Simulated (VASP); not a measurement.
# TiAgC4N4 (P-43m) in VASP: a series of runs, part 2 of 2

VASP 6.6.1. The steps go on from the part before.

## (3) Single point, PBE, collinear spin

This run uses another cell than the first one, of 23.03 Å³/atom.

INCAR reads:

```
SYSTEM = TiAgC4N4
PREC = Accurate
ENCUT = 520
EDIFF = 1E-6
ISMEAR = 0
SIGMA = 0.1
LREAL = .FALSE.
LASPH = .TRUE.
NELM = 150
ALGO = Normal
ISIF = 2
LWAVE = .FALSE.
LCHARG = .TRUE.
ISPIN = 2
MAGMOM = 1 0 0 0 0 0 0 0 0 0
LORBIT = 11
LMAXMIX = 4
GGA = PE
LELF = .TRUE.
LVHAR = .TRUE.
NBANDS = 44
```

KPOINTS reads:

```
regular mesh
0
G
  4 4 4
  0 0 0
```

POSCAR reads:

```
TiAgC4N4
1.0
    6.1296139754      0.0000000000      0.0000000000
    0.0000000000      6.1296139754      0.0000000000
    0.0000000000      0.0000000000      6.1296139754
Ti Ag C N
1 1 4 4
Direct
    0.5000000000      0.5000000000      0.5000000000
    0.0000000000      0.0000000000      0.0000000000
    0.2024474380      0.2024474380      0.2024474380
    0.2024474380      0.7975525620      0.7975525620
    0.7975525620      0.2024474380      0.7975525620
    0.7975525620      0.7975525620      0.2024474380
    0.3136465978      0.3136465978      0.3136465978
    0.3136465978      0.6863534022      0.6863534022
    0.6863534022      0.3136465978      0.6863534022
    0.6863534022      0.6863534022      0.3136465978
```

Potentials or basis: VASP PAW PBE potentials, release 64 (Ti_sv, Ag, C, N).

Started as:

```sh
> cat potpaw_PBE.64/Ti_sv/POTCAR potpaw_PBE.64/Ag/POTCAR potpaw_PBE.64/C/POTCAR potpaw_PBE.64/N/POTCAR > POTCAR
> mpirun -np 1 vasp_std > vasp.out
```

OUTCAR:

```text
SYSTEM = TiAgC4N4
   PREC = Accurate
   ENCUT = 520
   EDIFF = 1E-6
   ISMEAR = 0
   LREAL = .FALSE.
   LASPH = .TRUE.
   NELM = 150
   ISIF = 2
   ISPIN = 2
   LORBIT = 11
   GGA = PE

 ion  position               nearest neighbor table
   1  0.500  0.500  0.500-   7 1.98   8 1.98   9 1.98  10 1.98
   2  0.000  0.000  0.000-   3 2.15   4 2.15   5 2.15   6 2.15
   3  0.202  0.202  0.202-   7 1.18   2 2.15
   4  0.202  0.798  0.798-   8 1.18   2 2.15
   5  0.798  0.202  0.798-   9 1.18   2 2.15
   6  0.798  0.798  0.202-  10 1.18   2 2.15
   7  0.314  0.314  0.314-   3 1.18   1 1.98
   8  0.314  0.686  0.686-   4 1.18   1 1.98
   9  0.686  0.314  0.686-   5 1.18   1 1.98
  10  0.686  0.686  0.314-   6 1.18   1 1.98

  LATTYP: Found a simple cubic cell.
 ALAT       =     6.1296139754

  Lattice vectors:

 A1 = (   6.1296139754,   0.0000000000,   0.0000000000)
 A2 = (   0.0000000000,   6.1296139754,   0.0000000000)
 A3 = (   0.0000000000,   0.0000000000,   6.1296139754)

Analysis of symmetry for initial positions (statically):
=====================================================================
 Subroutine PRICEL returns:
 Original cell was already a primitive cell.

 Routine SETGRP: Setting up the symmetry group for a
 simple cubic supercell.

 Subroutine GETGRP returns: Found 24 space group operations
 (whereof 24 operations were pure point group operations)
 out of a pool of 48 trial point group operations.

The static configuration has the point symmetry T_d .

Analysis of symmetry for dynamics (positions and initial velocities):
=====================================================================
 Subroutine PRICEL returns:
 Original cell was already a primitive cell.

 Routine SETGRP: Setting up the symmetry group for a
 simple cubic supercell.

[... 623 lines left out ...]
      2     -34.1461      1.00000
      3     -34.1461      1.00000
      4     -34.1461      1.00000
      5     -18.6633      1.00000
      6     -18.5613      1.00000
[... 429 lines left out ...]
     40       4.1223      0.00000
     41       4.6588      0.00000
 [bands above 41 left out]

------------------------ aborting loop because EDIFF is reached ----------------------------------------

  FORCE on cell =-STRESS in cart. coord.  units (eV):
  Direction    XX          YY          ZZ          XY          YZ          ZX
  --------------------------------------------------------------------------------------
  -------------------------------------------------------------------------------------
  Total        0.7051782      0.7051782      0.7051782     -0.0000000     -0.0000000      0.0000000
  in kB        4.9058025      4.9058025      4.9058025     -0.0000000     -0.0000000      0.0000000
  external PRESSURE =       4.9058025 kB  Pullay stress =       0.0000000 kB

 VOLUME and BASIS-vectors are now :
 -----------------------------------------------------------------------------
  energy-cutoff  :      520.00
  volume of cell :      230.30
      direct lattice vectors                 reciprocal lattice vectors
     6.129613975  0.000000000  0.000000000     0.163142411  0.000000000  0.000000000
     0.000000000  6.129613975  0.000000000     0.000000000  0.163142411  0.000000000
     0.000000000  0.000000000  6.129613975     0.000000000  0.000000000  0.163142411

 POSITION                                       TOTAL-FORCE (eV/Angst)
 -----------------------------------------------------------------------------------
      3.06481      3.06481      3.06481         0.000000     -0.000000      0.000000
      0.00000      0.00000      0.00000         0.000000     -0.000000      0.000000
      1.24092      1.24092      1.24092        -0.179178     -0.179178     -0.179178
      1.24092      4.88869      4.88869        -0.179178      0.179178      0.179178
      4.88869      1.24092      4.88869         0.179178     -0.179178      0.179178
      4.88869      4.88869      1.24092         0.179178      0.179178     -0.179178
      1.92253      1.92253      1.92253         0.179327      0.179327      0.179327
      1.92253      4.20708      4.20708         0.179327     -0.179327     -0.179327
      4.20708      1.92253      4.20708        -0.179327      0.179327     -0.179327
      4.20708      4.20708      1.92253        -0.179327     -0.179327      0.179327
 -----------------------------------------------------------------------------------
    total drift:                                0.000000      0.000000     -0.000000

  FREE ENERGIE OF THE ION-ELECTRON SYSTEM (eV)
  ---------------------------------------------------
  free  energy   TOTEN  =       -78.0289485357 eV

  energy  without entropy=      -77.9734922878  energy(sigma->0) =      -78.00122041

 total charge

# of ion       s       p       d       tot
------------------------------------------
    1        2.204   6.180   1.861  10.246
    2        0.386   0.513   9.068   9.967
    3        0.972   1.533   0.000   2.505
    4        0.972   1.533   0.000   2.505
    5        0.972   1.533   0.000   2.505
    6        0.972   1.533   0.000   2.505
    7        1.302   2.636   0.000   3.939
    8        1.302   2.636   0.000   3.939
    9        1.302   2.636   0.000   3.939
   10        1.302   2.636   0.000   3.939
--------------------------------------------------
tot         11.688  23.370  10.929  45.987

 magnetization (x)

# of ion       s       p       d       tot
------------------------------------------
    1        0.006   0.005   0.758   0.769
    2       -0.002  -0.003   0.006   0.001
    3        0.002   0.029   0.000   0.031
    4        0.002   0.029   0.000   0.031
    5        0.002   0.029   0.000   0.031
    6        0.002   0.029   0.000   0.031
    7       -0.003  -0.021   0.000  -0.023
    8       -0.003  -0.021   0.000  -0.023
    9       -0.003  -0.021   0.000  -0.023
   10       -0.003  -0.021   0.000  -0.023
--------------------------------------------------
tot          0.002   0.035   0.764   0.801
```

Wall time 97 s (1 thread of Intel Xeon 6975P-C (Granite Rapids), shared host); peak memory 0.5 GiB.

What came out:

- Free energy: -78.0289 eV
- Pressure: 0.5 GPa
- Largest force: 0.311 eV/Å
- Band gap on the k mesh: zero (filled and empty bands overlap)
- Net moment: 1.00 μB per cell
- Site moments: Ti +0.77; Ag +0.00; C +0.03; N -0.02 μB
- Valence electrons inside the program's atomic spheres: Ti 10.25; Ag 9.97; C 2.50; N 3.94

Forces on the atoms (eV/Å):
```
Ti   0.000  0.000  0.000
Ag   0.000  0.000  0.000
C   -0.179 -0.179 -0.179
C   -0.179  0.179  0.179
C    0.179 -0.179  0.179
C    0.179  0.179 -0.179
N    0.179  0.179  0.179
N    0.179 -0.179 -0.179
N   -0.179  0.179 -0.179
N   -0.179 -0.179  0.179
```
